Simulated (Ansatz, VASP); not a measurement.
Two plane-wave programs on Ti2W3

```
Ti W
1.0
     0.00000    2.24974   11.24869
     1.59081    0.00000   11.24869
     1.59081    2.24974    0.00000
Ti W
2 3
Direct
  0.90000 0.90000 0.10000
  0.10000 0.10000 0.90000
  0.70000 0.70000 0.30000
  0.30000 0.30000 0.70000
  0.50000 0.50000 0.50000
```

Alike in both runs: task single point; functional PBE; k mesh 6 × 6 × 6; occupations gaussian, width 0.1 eV; no spin polarisation.

|  | VASP | Ansatz |
| --- | --- | --- |
| version | VASP 6.6.1 | Ansatz 0.2.0 |
| potentials or method | VASP PAW PBE potentials, release 64 (Ti_sv, W_sv), cutoff 520 eV | scalar-relativistic, plane waves, PAW |
| valence electrons in the cell | 66 | 66 |

|  | VASP | Ansatz | Ansatz less VASP |
| --- | --- | --- | --- |
| gap on the k mesh at the Fermi level (eV) | none | none | - |
| pressure (GPa) | 1.5 | 1.4 | -0.14 |
| traceless stress, the component that is largest in VASP (GPa) | 0.64 | 0.63 | -0.014 |
| rms of the force components (eV/Å) | 0.061 | 0.070 | +0.0092 |

Atom by atom the forces differ by 0.009 eV/Å (rms over components). A gap of «none» marks a metal or a gap that the smearing closes. The functional is the same, so the differences come from potentials, cutoffs and numerics.

The k mesh is coarse, so the values compare programs but aren't converged. Neither program's run includes spin-orbit coupling.
